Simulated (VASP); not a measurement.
# LiBr (Fm-3m) in VASP: further runs

Runs on LiBr. Level: PBEsol. Tasks: single point, relaxation of cell and atoms.

Everything below comes from runs of VASP 6.6.1. Logs are shortened: lines on timing, memory, paths and dates and some standing lists are left out, and cuts for length are marked.

**1. The cell of the first run**

Symmetry: Fm-3m, No. 225, cubic system. The conventional cell has a = 5.412 Å, b = 5.412 Å, c = 5.412 Å, α = 90.00°, β = 90.00°, γ = 90.00°. Li (site symmetry m-3m) has 6 Br at 2.71 Å within 3.6 Å. Within 3.6 Å of Br (site symmetry m-3m) lie 6 Li at 2.71 Å.

**2. Single point, PBEsol**

Contents of INCAR:

```
SYSTEM = LiBr
PREC = Accurate ; ENCUT = 750
EDIFF = 1E-6 ; ISMEAR = -1
SIGMA = 0.08 ; LREAL = .False.
LASPH = .True. ; NELM = 120
ALGO = Normal ; ISIF = 2
LWAVE = .False. ; LCHARG = .False.
GGA = PS ; NBANDS = 12
GGA_COMPAT = .False.
```

Contents of KPOINTS:

```
regular mesh
0
Gamma
  14 14 14
  0 0 0
```

Contents of POSCAR:

```
LiBr
1.0
    0.0000000000      2.7061263712      2.7061263712
    2.7061263712      0.0000000000      2.7061263712
    2.7061263712      2.7061263712      0.0000000000
Li Br
1 1
Direct
    0.0000000000      0.0000000000      0.0000000000
    0.5000000000      0.5000000000      0.5000000000
```

Potentials or basis: VASP PAW PBE potentials, release 64 (Li_sv, Br).

Command:

```
$ cat potpaw_PBE.64/Li_sv/POTCAR potpaw_PBE.64/Br/POTCAR > POTCAR
$ mpirun -np 1 vasp_std > vasp.out
```

OUTCAR:

```text
SYSTEM = LiBr
   PREC = Accurate
   ENCUT = 750
   EDIFF = 1E-6
   ISMEAR = -1
   LREAL = .False.
   LASPH = .True.
   NELM = 120
   ISIF = 2
   GGA = PS

 ion  position               nearest neighbor table
   1  0.000  0.000  0.000-
   2  0.500  0.500  0.500-

  LATTYP: Found a face centered cubic cell.
 ALAT       =     5.4122527424

  Lattice vectors:

 A1 = (   0.0000000000,   2.7061263712,   2.7061263712)
 A2 = (   2.7061263712,   0.0000000000,   2.7061263712)
 A3 = (   2.7061263712,   2.7061263712,   0.0000000000)

Analysis of symmetry for initial positions (statically):
=====================================================================
 Subroutine PRICEL returns:
 Original cell was already a primitive cell.

 Routine SETGRP: Setting up the symmetry group for a
 face centered cubic supercell.

 Subroutine GETGRP returns: Found 48 space group operations
 (whereof 48 operations were pure point group operations)
 out of a pool of 48 trial point group operations.

The static configuration has the point symmetry O_h .

Analysis of symmetry for dynamics (positions and initial velocities):
=====================================================================
 Subroutine PRICEL returns:
 Original cell was already a primitive cell.

 Routine SETGRP: Setting up the symmetry group for a
 face centered cubic supercell.

 Subroutine GETGRP returns: Found 48 space group operations
 (whereof 48 operations were pure point group operations)
 out of a pool of 48 trial point group operations.

The dynamic configuration has the point symmetry O_h .

 Subroutine INISYM returns: Found 48 space group operations
 (whereof 48 operations are pure point group operations),
 and found     1 'primitive' translations

----------------------------------------------------------------------------------------

                                     Primitive cell

  volume of cell :      39.6346

  direct lattice vectors                    reciprocal lattice vectors
     0.000000000  2.706126371  2.706126371    -0.184765946  0.184765946  0.184765946
     2.706126371  0.000000000  2.706126371     0.184765946 -0.184765946  0.184765946
     2.706126371  2.706126371  0.000000000     0.184765946  0.184765946 -0.184765946

  length of vectors
     3.827040616  3.827040616  3.827040616     0.320024007  0.320024007  0.320024007

  position of ions in fractional coordinates (direct lattice)
     0.000000000  0.000000000  0.000000000
     0.500000000  0.500000000  0.500000000

  ion indices of the primitive-cell ions
   primitive index   ion index
                 1           1
                 2           2

----------------------------------------------------------------------------------------

 KPOINTS: regular mesh

Automatic generation of k-mesh.
 Grid dimensions read from file:
 generate k-points for:   14   14   14

 Generating k-lattice:

  Cartesian coordinates                     Fractional coordinates (reciprocal lattice)
    -0.013197568  0.013197568  0.013197568     0.071428571  0.000000000  0.000000000
     0.013197568 -0.013197568  0.013197568     0.000000000  0.071428571  0.000000000
     0.013197568  0.013197568 -0.013197568     0.000000000  0.000000000  0.071428571

  Length of vectors
     0.022858858  0.022858858  0.022858858

  Shift w.r.t. Gamma in fractional coordinates (k-lattice)
     0.000000000  0.000000000  0.000000000

 Subroutine IBZKPT returns following result:
 ===========================================

 Found    104 irreducible k-points:

 Following reciprocal coordinates:
            Coordinates               Weight
  0.000000  0.000000  0.000000      1.000000
  0.071429  0.000000  0.000000      8.000000
  0.142857  0.000000  0.000000      8.000000
  0.214286  0.000000  0.000000      8.000000
  0.285714  0.000000  0.000000      8.000000
  0.357143  0.000000  0.000000      8.000000
[... 16 lines left out ...]
  0.214286  0.142857  0.000000     24.000000
  0.285714  0.142857  0.000000     24.000000
 [... further k-points ...]
   k-points           NKPTS =    104   k-points in BZ     NKDIM =    104   number of bands    NBANDS=     12
   number of dos      NEDOS =    301   number of ions     NIONS =      2
   total plane-waves  NPLWV =  46656
   dimension x,y,z NGX =    36 NGY =   36 NGZ =   36
   dimension x,y,z NGXF=    72 NGYF=   72 NGZF=   72
   ions per type =               1   1
   NGX,Y,Z   is equivalent  to a cutoff of  15.64, 15.64, 15.64 a.u.
   NGXF,Y,Z  is equivalent  to a cutoff of  31.28, 31.28, 31.28 a.u.
 SYSTEM =  LiBr
   PREC   = accura    normal or accurate (medium, high low for compatibility)
   ISTART =      0    job   : 0-new  1-cont  2-samecut
   ICHARG =      2    charge: 1-file 2-atom 10-const
   ISPIN  =      1    spin polarized calculation?
   LNONCOLLINEAR =      F non collinear calculations
   LSORBIT =      F    spin-orbit coupling
   LASPH  =      T    aspherical Exc in radial PAW
   ENCUT  =  750.0 eV  55.12 Ry    7.42 a.u.   8.55  8.55  8.55*2*pi/ulx,y,z
   NELM   =    120;   NELMIN=  2; NELMDL= -5     # of ELM steps
   EDIFF  = 0.1E-05   stopping-criterion for ELM
   LREAL  =      F    real-space projection
   EDIFFG = 0.1E-04   stopping-criterion for IOM
   NSW    =      0    number of steps for IOM
   IBRION =     -1    ionic relax: 0-MD 1-quasi-New 2-CG
   NFREE  =      0    steps in history (QN), initial steepest desc. (CG)
   ISIF   =      2    stress and relaxation
   ISYM   =      2    0-nonsym 1-usesym 2-fastsym
   POTIM  = 0.5000    time-step for ionic-motion
   TEBEG  =    0.0;   TEEND  =   0.0 temperature during run
   PSTRESS=    0.0 pullay stress
   NELECT =      10.0000    total number of electrons
   NUPDOWN=      -1.0000    fix difference up-down
   EMIN   =  10.00;   EMAX   =-10.00  energy-range for DOS
   EFERMI =   0.00;   METHOD = LEGACY
   ISMEAR =    -1;   SIGMA  =   0.08  broadening in eV -4-tet -1-fermi 0-gaus
   EFERMI_NEDOS =   21; number of points for ismear=-14 and -15
   IALGO  =     38    algorithm
   IMIX   =      4    mixing-type and parameters
     AMIX     =   0.40;   BMIX     =  1.00
     AMIX_MAG =   1.60;   BMIX_MAG =  1.00
  volume/ion in A,a.u.               =      19.82       133.73
  Fermi-wavevector in a.u.,A,eV,Ry     =   1.034467  1.954860 14.559901  1.070123
  Thomas-Fermi vector in A             =   2.168764
   LORBIT       =      0    0 simple, 1 ext, 2 COOP (PROOUT), +10 PAW based schemes
   GGA     = PS    functional components
   LHFCALC =     F    Hartree Fock is set to
   AEXX    =    0.0000 exact exchange contribution
   IVDW    =     0    specifies the selected vdW correction
   LEPSILON=     F    determine dielectric tensor
   LRPA    =     F    only Hartree local field effects (RPA)
 non-spin polarized calculation
  energy-cutoff  :      750.00
  volume of cell :       39.63
 maximum number of plane-waves:      1868
 NGX is ok and might be reduce to    36
   NGX = 17   NGY = 17   NGZ = 17

 number of electron      10.0000001 magnetization

 Free energy of the ion-electron system (eV)
  ---------------------------------------------------
  ext. energy  EPLUGINS =         0.00000000
  ---------------------------------------------------
  free energy    TOTEN  =        -6.93527608 eV

  energy without entropy =       -6.93527608  energy(sigma->0) =       -6.93527608

 E-fermi :   2.4018     XC(G=0):  -8.7907

 val. band max:        0.5918048854   @ k =  -0.0714   0.0714   0.0000
 cond. band min:       5.5697603180   @ k =   0.0000   0.0000   0.0000
 fundamental gap:      4.9779554327
 Fermi energy:         2.4018188162

 k-point     1 :       0.0000    0.0000    0.0000
  band No.  band energies     occupation
      1     -43.0180      2.00000
      2     -13.0465      2.00000
      3       0.5857      2.00000
      4       0.5857      2.00000
      5       0.5857      2.00000
      6       5.5698      0.00000
      7      11.0091      0.00000
      8      11.0091      0.00000
      9      11.0091      0.00000
     10      12.9635      0.00000
     11      12.9635      0.00000
     12      12.9635      0.00000

 k-point     2 :       0.0714    0.0000    0.0000
  band No.  band energies     occupation
      1     -43.0179      2.00000
      2     -13.0225      2.00000
      3       0.3517      2.00000
      4       0.5694      2.00000
      5       0.5694      2.00000
      6       5.7816      0.00000
      7      10.6550      0.00000
      8      11.0366      0.00000
      9      11.0366      0.00000
     10      12.3076      0.00000
     11      12.3076      0.00000
     12      13.1405      0.00000

 k-point     3 :       0.1429    0.0000    0.0000
  band No.  band energies     occupation
      1     -43.0177      2.00000
      2     -12.9540      2.00000
      3      -0.2181      2.00000
      4       0.5252      2.00000
      5       0.5252      2.00000
      6       6.2244      0.00000
      7      10.1816      0.00000
      8      10.7464      0.00000
      9      10.7464      0.00000
     10      12.0471      0.00000
     11      12.0471      0.00000
     12      13.3602      0.00000

 k-point     4 :       0.2143    0.0000    0.0000
  band No.  band energies     occupation
      1     -43.0174      2.00000
      2     -12.8514      2.00000
      3      -0.9058      2.00000
      4       0.4639      2.00000
      5       0.4639      2.00000
      6       6.5141      0.00000
      7      10.0729      0.00000
      8      10.0729      0.00000
      9      10.1680      0.00000
     10      12.5603      0.00000
     11      12.5603      0.00000
     12      13.5698      0.00000

 k-point     5 :       0.2857    0.0000    0.0000
  band No.  band energies     occupation
      1     -43.0171      2.00000
      2     -12.7321      2.00000
      3      -1.5614      2.00000
      4       0.3995      2.00000
      5       0.3995      2.00000
      6       6.4773      0.00000
      7       9.4561      0.00000
      8       9.4561      0.00000
      9      10.7416      0.00000
     10      13.4156      0.00000
     11      13.4156      0.00000
     12      13.7992      0.00000
[... 228 lines left out ...]
      1     -43.0178      2.00000
      2     -12.9836      2.00000
      3       0.0682      2.00000
      4       0.4320      2.00000
      5       0.5918      2.00000
      6       6.0856      0.00000
      7      10.2773      0.00000
      8      10.9010      0.00000
      9      11.2044      0.00000
     10      11.2703      0.00000
     11      12.6970      0.00000
     12      13.3219      0.00000

 k-point    22 :       0.1429    0.1429    0.0000
  band No.  band energies     occupation
      1     -43.0176      2.00000
      2     -12.9221      2.00000
      3      -0.1510      2.00000
      4       0.3108      2.00000
      5       0.3108      2.00000
      6       6.6417      0.00000
      7       9.7597      0.00000
      8      10.0682      0.00000
      9      11.1849      0.00000
     10      11.1849      0.00000
     11      14.1405      0.00000
     12      14.1407      0.00000

 k-point    23 :       0.2143    0.1429    0.0000
  band No.  band energies     occupation
      1     -43.0174      2.00000
      2     -12.8443      2.00000
      3      -0.6198      2.00000
      4       0.1929      2.00000
      5       0.2337      2.00000
      6       7.1190      0.00000
      7       9.3877      0.00000
      8       9.4607      0.00000
      9      11.1124      0.00000
     10      11.4975      0.00000
     11      13.9575      0.00000
     12      14.5885      0.00000

 k-point    24 :       0.2857    0.1429    0.0000
  band No.  band energies     occupation
      1     -43.0171      2.00000
      2     -12.7396      2.00000
      3      -1.2018      2.00000
      4       0.0987      2.00000
      5       0.1399      2.00000
      6       7.3719      0.00000
      7       8.9694      0.00000
      8       9.4261      0.00000
      9      10.6790      0.00000
     10      12.1193      0.00000
     11      14.4334      0.00000
     12      14.9520      0.00000

 [... further k-points ...]

------------------------ aborting loop because EDIFF is reached ----------------------------------------

  FORCE on cell =-STRESS in cart. coord.  units (eV):
  Direction    XX          YY          ZZ          XY          YZ          ZX
  --------------------------------------------------------------------------------------
  -------------------------------------------------------------------------------------
  Total       -0.0100582     -0.0100582     -0.0100582      0.0000000      0.0000000     -0.0000000
  in kB       -0.4065917     -0.4065917     -0.4065917      0.0000000      0.0000000     -0.0000000
  external PRESSURE =      -0.4065917 kB  Pullay stress =       0.0000000 kB

 VOLUME and BASIS-vectors are now :
 -----------------------------------------------------------------------------
  energy-cutoff  :      750.00
  volume of cell :       39.63
      direct lattice vectors                 reciprocal lattice vectors
     0.000000000  2.706126371  2.706126371    -0.184765946  0.184765946  0.184765946
     2.706126371  0.000000000  2.706126371     0.184765946 -0.184765946  0.184765946
     2.706126371  2.706126371  0.000000000     0.184765946  0.184765946 -0.184765946

 POSITION                                       TOTAL-FORCE (eV/Angst)
 -----------------------------------------------------------------------------------
      0.00000      0.00000      0.00000        -0.000000     -0.000000     -0.000000
      2.70613      2.70613      2.70613         0.000000      0.000000      0.000000
 -----------------------------------------------------------------------------------
    total drift:                                0.000000      0.000000      0.000000

  FREE ENERGIE OF THE ION-ELECTRON SYSTEM (eV)
  ---------------------------------------------------
  free  energy   TOTEN  =        -6.9352760802 eV

  energy  without entropy=       -6.9352760802  energy(sigma->0) =       -6.93527608
```

Wall time 79 s (1 thread of AMD EPYC 9R14 (Zen 4), shared host); peak memory 0.22 GiB.

Results:

| Quantity | Value |
| --- | --- |
| Free energy | -6.9353 eV |
| Pressure | 0.0 GPa |
| Band gap on the k mesh | 4.98 eV (least direct gap 4.98 eV) |

Caveat: the PAW data sets were made with another functional, which shifts forces and pressure a little.

**3. Relaxation of cell and atoms, PBEsol**

This run uses another cell than the first one, of 20.81 Å³/atom.

Contents of INCAR:

```
SYSTEM = LiBr
PREC = Accurate ; ENCUT = 750
EDIFF = 1E-7 ; ISMEAR = -1
SIGMA = 0.08 ; LREAL = .FALSE.
LASPH = .TRUE. ; NELM = 120
ALGO = Normal ; ISIF = 3
LWAVE = .FALSE. ; LCHARG = .FALSE.
GGA = PS ; IBRION = 2
NSW = 100 ; EDIFFG = -0.002
GGA_COMPAT = .FALSE. ; NELMIN = 4
```

Contents of KPOINTS:

```
regular mesh
0
G
  14 14 14
  0 0 0
```

Contents of POSCAR:

```
LiBr
1.0
    0.0000000000      2.7506500000      2.7506500000
    2.7506500000      0.0000000000      2.7506500000
    2.7506500000      2.7506500000      0.0000000000
Li Br
1 1
Direct
    0.0000000000      0.0000000000      0.0000000000
    0.5000000000      0.5000000000      0.5000000000
```

Potentials or basis: VASP PAW PBE potentials, release 64 (Li_sv, Br).

Command:

```
$ cat potpaw_PBE.64/Li_sv/POTCAR potpaw_PBE.64/Br/POTCAR > POTCAR
$ mpirun -np 1 vasp_std > vasp.out
```

Wall time 3 min (1 thread of AMD EPYC 9R14 (Zen 4), shared host); peak memory 0.22 GiB.

It converged, with:

```yaml
Free_energy: -6.9357 eV
Relaxed_volume: 19.79 Å³/atom
Relaxed_cell: a = 3.825 Å, b = 3.825 Å, c = 3.825 Å, α = 60.00°, β = 60.00°, γ = 60.00°
Space_group_after_relaxing_to_0.1_Å: Fm-3m (No. 225)
Energy_gained_by_relaxing: 4.4 meV/atom
Ionic_steps: 4
Pressure_after_relaxing: 0.0 GPa
Band_gap_on_the_k_mesh: 4.98 eV (least direct gap 4.99 eV)
```

The path:
| step | energy change (eV) | largest force (eV/Å) | pressure (GPa) | volume (Å³) |
| --- | --- | --- | --- | --- |
| 1 | 0.0000 | 0.0000 | -1.31 | 41.62 |
| 2 | -0.0065 | 0.0000 | -0.70 | 40.60 |
| 3 | -0.0088 | 0.0000 | -0.04 | 39.63 |
| 4 | -0.0088 | 0.0000 | 0.00 | 39.58 |

Final structure:
```
Li Br
1.0
     0.00000    2.70484    2.70484
     2.70484    0.00000    2.70484
     2.70484    2.70484    0.00000
Li Br
1 1
Direct
  0.00000 0.00000 0.00000
  0.50000 0.50000 0.50000
```

Levels at points of the mesh, in eV from the valence-band top:
| k point | band 3 | band 4 | band 5 | band 6 | band 7 | band 8 |
| --- | --- | --- | --- | --- | --- | --- |
| (0.00, 0.00, 0.00) | -0.01 | -0.01 | -0.01 | 4.98 | 10.42 | 10.42 |
| (0.50, 0.00, 0.00) | -3.15 | -0.30 | -0.30 | 5.47 | 8.03 | 8.03 |
| (0.50, 0.50, 0.00) | -3.18 | -1.26 | -1.26 | 6.22 | 6.85 | 11.90 |

Caveat: the PAW data sets were made with another functional, which shifts forces and pressure a little. A k mesh can miss the band edges.
